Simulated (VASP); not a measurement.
# Rb3Zn (I4/mmm) in VASP: a series of runs

The runs below take Rb3Zn through single point, with PBE.

All numbers are computed with VASP 6.6.1; they aren't measurements. Logs are shortened: lines on timing, memory, paths and dates and some standing lists are left out, and cuts for length are marked.

## (1) The cell of the first run

It takes space group I4/mmm (No. 139, tetragonal). Conventional cell: a = 6.151 Å, b = 6.151 Å, c = 12.377 Å, α = 90.00°, β = 90.00°, γ = 90.00°. Within 5.7 Å of Rb (site symmetry 4/mmm) lie 4 Zn at 4.35 Å and 8 Rb at 4.36 Å. Within 5.7 Å of Rb (site symmetry -4m2) lie 8 Rb at 4.35 to 4.36 Å and 4 Zn at 4.36 Å. Within 5.7 Å of Zn (site symmetry 4/mmm) lie 12 Rb at 4.35 to 4.36 Å.

## (2) Single point, PBE

Contents of INCAR:

```
PREC = Accurate
ENCUT = 520
EDIFF = 1E-7
ISMEAR = -1
SIGMA = 0.05
LREAL = F
LASPH = T
NELM = 60
ALGO = Fast
ISIF = 2
LWAVE = F
LCHARG = F
GGA = PE
NBANDS = 28
```

Contents of KPOINTS:

```
Automatic mesh
0
Gamma
  6 6 6
```

Contents of POSCAR:

```
Rb3Zn
1.0
   -3.0755947505      3.0755947505      6.1885695273
    3.0755947505     -3.0755947505      6.1885695273
    3.0755947505      3.0755947505     -6.1885695273
Rb Zn
3 1
Direct
    0.5000000000      0.5000000000      0.0000000000
    0.2500000000      0.7500000000      0.5000000000
    0.7500000000      0.2500000000      0.5000000000
    0.0000000000      0.0000000000      0.0000000000
```

Potentials or basis: VASP PAW PBE potentials, release 64 (Rb_sv, Zn).

Started as:

```console
cat potpaw_PBE.64/Rb_sv/POTCAR potpaw_PBE.64/Zn/POTCAR > POTCAR
mpirun -np 1 vasp_std > vasp.out
```

OUTCAR:

```text
PREC = Accurate
   ENCUT = 520
   EDIFF = 1E-7
   ISMEAR = -1
   LREAL = F
   LASPH = T
   NELM = 60
   ISIF = 2
   GGA = PE

 ion  position               nearest neighbor table
   1  0.500  0.500  0.000-   4 4.35   4 4.35   4 4.35   4 4.35   3 4.36   2 4.36   3 4.36   3 4.36
                             2 4.36   2 4.36   3 4.36   2 4.36
   2  0.250  0.750  0.500-   3 4.35   3 4.35   3 4.35   3 4.35   4 4.36   1 4.36   4 4.36   1 4.36
                             4 4.36   4 4.36   1 4.36   1 4.36
   3  0.750  0.250  0.500-   2 4.35   2 4.35   2 4.35   2 4.35   4 4.36   1 4.36   4 4.36   4 4.36
                             1 4.36   1 4.36   4 4.36   1 4.36
   4  0.000  0.000  0.000-   1 4.35   1 4.35   1 4.35   1 4.35   3 4.36   2 4.36   3 4.36   2 4.36
                             3 4.36   3 4.36   2 4.36   2 4.36

  LATTYP: Found a body centered tetragonal cell.
 ALAT       =     6.1511895010
 C/A-ratio  =     2.0121537554

  Lattice vectors:

 A1 = (  -3.0755947505,   3.0755947505,   6.1885695273)
 A2 = (   3.0755947505,  -3.0755947505,   6.1885695273)
 A3 = (   3.0755947505,   3.0755947505,  -6.1885695273)

Analysis of symmetry for initial positions (statically):
=====================================================================
 Subroutine PRICEL returns:
 Original cell was already a primitive cell.

 Routine SETGRP: Setting up the symmetry group for a
 body centered tetragonal supercell.

 Subroutine GETGRP returns: Found 16 space group operations
 (whereof 16 operations were pure point group operations)
 out of a pool of 16 trial point group operations.

The static configuration has the point symmetry D_4h.

Analysis of symmetry for dynamics (positions and initial velocities):
=====================================================================
 Subroutine PRICEL returns:
 Original cell was already a primitive cell.

 Routine SETGRP: Setting up the symmetry group for a
 body centered tetragonal supercell.

 Subroutine GETGRP returns: Found 16 space group operations
 (whereof 16 operations were pure point group operations)
 out of a pool of 16 trial point group operations.

The dynamic configuration has the point symmetry D_4h.

 Subroutine INISYM returns: Found 16 space group operations
 (whereof 16 operations are pure point group operations),
 and found     1 'primitive' translations

----------------------------------------------------------------------------------------

                                     Primitive cell

  volume of cell :     234.1577

  direct lattice vectors                    reciprocal lattice vectors
    -3.075594751  3.075594751  6.188569527     0.000000000  0.162570183  0.080794115
     3.075594751 -3.075594751  6.188569527     0.162570183  0.000000000  0.080794115
     3.075594751  3.075594751 -6.188569527     0.162570183  0.162570183  0.000000000

  length of vectors
     7.564189245  7.564189245  7.564189245     0.181539950  0.181539950  0.229908957

  position of ions in fractional coordinates (direct lattice)
     0.500000000  0.500000000  0.000000000
     0.250000000  0.750000000  0.500000000
     0.750000000  0.250000000  0.500000000
     0.000000000  0.000000000  0.000000000

  ion indices of the primitive-cell ions
   primitive index   ion index
                 1           1
                 2           2
                 3           3
                 4           4

----------------------------------------------------------------------------------------

 KPOINTS: Automatic mesh

Automatic generation of k-mesh.
 Grid dimensions read from file:
 generate k-points for:    6    6    6

 Generating k-lattice:

  Cartesian coordinates                     Fractional coordinates (reciprocal lattice)
     0.000000000  0.027095030  0.013465686     0.166666667  0.000000000  0.000000000
     0.027095030  0.000000000  0.013465686     0.000000000  0.166666667  0.000000000
     0.027095030  0.027095030  0.000000000     0.000000000  0.000000000  0.166666667

  Length of vectors
     0.030256658  0.030256658  0.038318159

  Shift w.r.t. Gamma in fractional coordinates (k-lattice)
     0.000000000  0.000000000  0.000000000

 Subroutine IBZKPT returns following result:
 ===========================================

 Found     30 irreducible k-points:

 Following reciprocal coordinates:
            Coordinates               Weight
  0.000000  0.000000  0.000000      1.000000
  0.166667  0.000000  0.000000      8.000000
  0.333333 -0.000000  0.000000      8.000000
  0.500000  0.000000  0.000000      4.000000
  0.166667  0.166667  0.000000      8.000000
  0.333333  0.166667 -0.000000     16.000000
[... 16 lines left out ...]
 -0.333333 -0.333333  0.166667      8.000000
 -0.166667 -0.333333  0.166667      8.000000
 [... further k-points ...]
   k-points           NKPTS =     30   k-points in BZ     NKDIM =     30   number of bands    NBANDS=     28
   number of dos      NEDOS =    301   number of ions     NIONS =      4
   total plane-waves  NPLWV = 175616
   dimension x,y,z NGX =    56 NGY =   56 NGZ =   56
   dimension x,y,z NGXF=   112 NGYF=  112 NGZF=  112
   ions per type =               3   1
   NGX,Y,Z   is equivalent  to a cutoff of  12.31, 12.31, 12.31 a.u.
   NGXF,Y,Z  is equivalent  to a cutoff of  24.62, 24.62, 24.62 a.u.
 SYSTEM =  unknown system
   PREC   = accura    normal or accurate (medium, high low for compatibility)
   ISTART =      0    job   : 0-new  1-cont  2-samecut
   ICHARG =      2    charge: 1-file 2-atom 10-const
   ISPIN  =      1    spin polarized calculation?
   LNONCOLLINEAR =      F non collinear calculations
   LSORBIT =      F    spin-orbit coupling
   LASPH  =      T    aspherical Exc in radial PAW
   ENCUT  =  520.0 eV  38.22 Ry    6.18 a.u.  14.06 14.06 14.06*2*pi/ulx,y,z
   NELM   =     60;   NELMIN=  2; NELMDL= -5     # of ELM steps
   EDIFF  = 0.1E-06   stopping-criterion for ELM
   LREAL  =      F    real-space projection
   EDIFFG = 0.1E-05   stopping-criterion for IOM
   NSW    =      0    number of steps for IOM
   IBRION =     -1    ionic relax: 0-MD 1-quasi-New 2-CG
   NFREE  =      0    steps in history (QN), initial steepest desc. (CG)
   ISIF   =      2    stress and relaxation
   ISYM   =      2    0-nonsym 1-usesym 2-fastsym
   POTIM  = 0.5000    time-step for ionic-motion
   TEBEG  =    0.0;   TEEND  =   0.0 temperature during run
   PSTRESS=    0.0 pullay stress
   NELECT =      39.0000    total number of electrons
   NUPDOWN=      -1.0000    fix difference up-down
   EMIN   =  10.00;   EMAX   =-10.00  energy-range for DOS
   EFERMI =   0.00;   METHOD = LEGACY
   ISMEAR =    -1;   SIGMA  =   0.05  broadening in eV -4-tet -1-fermi 0-gaus
   EFERMI_NEDOS =   21; number of points for ismear=-14 and -15
   IALGO  =     68    algorithm
   IMIX   =      4    mixing-type and parameters
     AMIX     =   0.40;   BMIX     =  1.00
     AMIX_MAG =   1.60;   BMIX_MAG =  1.00
  volume/ion in A,a.u.               =      58.54       395.04
  Fermi-wavevector in a.u.,A,eV,Ry     =   0.900728  1.702129 11.038549  0.811310
  Thomas-Fermi vector in A             =   2.023721
   LORBIT       =      0    0 simple, 1 ext, 2 COOP (PROOUT), +10 PAW based schemes
   GGA     = PE    functional components
   LHFCALC =     F    Hartree Fock is set to
   AEXX    =    0.0000 exact exchange contribution
   IVDW    =     0    specifies the selected vdW correction
   LEPSILON=     F    determine dielectric tensor
   LRPA    =     F    only Hartree local field effects (RPA)
 non-spin polarized calculation
 RMM-DIIS sequential band-by-band and
  energy-cutoff  :      520.00
  volume of cell :      234.16
 maximum number of plane-waves:      6352
   NGX = 29   NGY = 29   NGZ = 29

 number of electron      39.0000011 magnetization

 Free energy of the ion-electron system (eV)
  ---------------------------------------------------
  ext. energy  EPLUGINS =         0.00000000
  ---------------------------------------------------
  free energy    TOTEN  =        -3.21979767 eV

  energy without entropy =       -3.19360394  energy(sigma->0) =       -3.20670080

 E-fermi :   0.6642     XC(G=0):  -6.4814

 val. band max:        0.6306491418   @ k =   0.5000   0.3333   0.0000
 cond. band min:       0.6689514267   @ k =   0.5000   0.1667   0.0000
 fundamental gap:      0.0383022849
 Fermi energy:         0.6641886308

 k-point     1 :       0.0000    0.0000    0.0000
  band No.  band energies     occupation
      1     -28.2282      2.00000
      2     -28.1826      2.00000
      3     -28.1673      2.00000
      4     -12.4623      2.00000
      5     -12.3812      2.00000
      6     -12.3812      2.00000
[... 20 lines left out ...]
     27       3.1730      0.00000
     28       3.1731      0.00000

 k-point     2 :       0.1667    0.0000    0.0000
  band No.  band energies     occupation
      1     -28.2273      2.00000
      2     -28.1821      2.00000
      3     -28.1686      2.00000
      4     -12.4617      2.00000
      5     -12.3757      2.00000
      6     -12.3713      2.00000
[... 20 lines left out ...]
     27       3.1273      0.00000
     28       3.1585      0.00000

 k-point     3 :       0.3333   -0.0000    0.0000
  band No.  band energies     occupation
      1     -28.2257      2.00000
      2     -28.1802      2.00000
      3     -28.1721      2.00000
      4     -12.4520      2.00000
      5     -12.3703      2.00000
      6     -12.3646      2.00000
[... 20 lines left out ...]
     27       3.2301      0.00000
     28       3.7027      0.00000

 k-point     4 :       0.5000    0.0000    0.0000
  band No.  band energies     occupation
      1     -28.2248      2.00000
      2     -28.1770      2.00000
      3     -28.1761      2.00000
      4     -12.4436      2.00000
      5     -12.3681      2.00000
      6     -12.3592      2.00000
[... 20 lines left out ...]
     27       3.6727      0.00000
     28       4.0874      0.00000

 k-point     5 :       0.1667    0.1667    0.0000
  band No.  band energies     occupation
      1     -28.2263      2.00000
      2     -28.1820      2.00000
      3     -28.1697      2.00000
      4     -12.4603      2.00000
      5     -12.3909      2.00000
      6     -12.3654      2.00000
[... 20 lines left out ...]
     27       3.1866      0.00000
     28       3.4027      0.00000

 k-point     6 :       0.3333    0.1667   -0.0000
  band No.  band energies     occupation
      1     -28.2249      2.00000
      2     -28.1803      2.00000
      3     -28.1727      2.00000
      4     -12.4575      2.00000
      5     -12.3962      2.00000
      6     -12.3600      2.00000
[... 463 lines left out ...]
      5     -12.4172      2.00000
      6     -12.3575      2.00000
[... 20 lines left out ...]
     27       3.4805      0.00000
     28       3.7918      0.00000

 k-point    22 :      -0.1667    0.5000    0.1667
  band No.  band energies     occupation
      1     -28.2247      2.00000
      2     -28.1813      2.00000
      3     -28.1720      2.00000
      4     -12.4292      2.00000
      5     -12.3869      2.00000
      6     -12.3844      2.00000
[... 20 lines left out ...]
     27       3.6412      0.00000
     28       3.8823      0.00000

 k-point    23 :      -0.3333   -0.3333    0.1667
  band No.  band energies     occupation
      1     -28.2248      2.00000
      2     -28.1835      2.00000
      3     -28.1698      2.00000
      4     -12.4330      2.00000
      5     -12.4130      2.00000
      6     -12.3818      2.00000
[... 20 lines left out ...]
     27       3.3980      0.00000
     28       3.5705      0.00000

 k-point    24 :      -0.1667   -0.3333    0.1667
  band No.  band energies     occupation
      1     -28.2258      2.00000
      2     -28.1836      2.00000
      3     -28.1686      2.00000
      4     -12.4364      2.00000
      5     -12.4005      2.00000
      6     -12.3988      2.00000
[... 20 lines left out ...]
     27       3.1823      0.00000
     28       3.2508      0.00000

 [... further k-points ...]

------------------------ aborting loop because EDIFF is reached ----------------------------------------

  FORCE on cell =-STRESS in cart. coord.  units (eV):
  Direction    XX          YY          ZZ          XY          YZ          ZX
  --------------------------------------------------------------------------------------
  -------------------------------------------------------------------------------------
  Total        0.4856146      0.4856146      0.3016555      0.0000000      0.0000000      0.0000000
  in kB        3.3227206      3.3227206      2.0640176      0.0000000      0.0000000      0.0000000
  external PRESSURE =       2.9031529 kB  Pullay stress =       0.0000000 kB

 VOLUME and BASIS-vectors are now :
 -----------------------------------------------------------------------------
  energy-cutoff  :      520.00
  volume of cell :      234.16
      direct lattice vectors                 reciprocal lattice vectors
    -3.075594751  3.075594751  6.188569527     0.000000000  0.162570183  0.080794115
     3.075594751 -3.075594751  6.188569527     0.162570183  0.000000000  0.080794115
     3.075594751  3.075594751 -6.188569527     0.162570183  0.162570183  0.000000000

 POSITION                                       TOTAL-FORCE (eV/Angst)
 -----------------------------------------------------------------------------------
      0.00000      0.00000      6.18857        -0.000000      0.000000     -0.000000
      3.07559      0.00000      3.09428        -0.000000      0.000000      0.000000
      0.00000      3.07559      3.09428         0.000000     -0.000000      0.000000
      0.00000      0.00000      0.00000        -0.000000      0.000000     -0.000000
 -----------------------------------------------------------------------------------
    total drift:                               -0.000000     -0.000000      0.000000

  FREE ENERGIE OF THE ION-ELECTRON SYSTEM (eV)
  ---------------------------------------------------
  free  energy   TOTEN  =        -3.2197976691 eV

  energy  without entropy=       -3.1936039357  energy(sigma->0) =       -3.20670080
```

Run time: 9.4 min. Hardware: 1 thread of Oxide Virtual Turin-like, shared host; peak memory 0.48 GiB.

What came out:

```yaml
Free_energy: -3.2198 eV
Pressure: 0.3 GPa
Band_gap_on_the_k_mesh: zero (an odd number of electrons rules out a gap without spin polarisation)
```

Levels at points of the mesh, in eV from the Fermi level:
```
           k point  band 16  band 17  band 18  band 19  band 20  band 21  band 22  band 23
(0.00, 0.00, 0.00)    -7.13    -7.13    -3.94    -0.50     0.43     0.91     0.91     1.58
(0.50, 0.00, 0.00)    -7.13    -7.13    -3.49    -1.17     0.11     0.58     0.88     1.59
(0.50, 0.50, 0.00)    -7.13    -7.13    -3.40    -0.55     0.30     0.34     0.46     0.53
(0.50, 0.50, 0.50)    -7.13    -7.13    -3.61    -1.43     0.22     1.15     1.15     1.21
```

[end of part 1 of 2]

The gap in the log of VASP goes by the Fermi energy; the results here count the filled bands.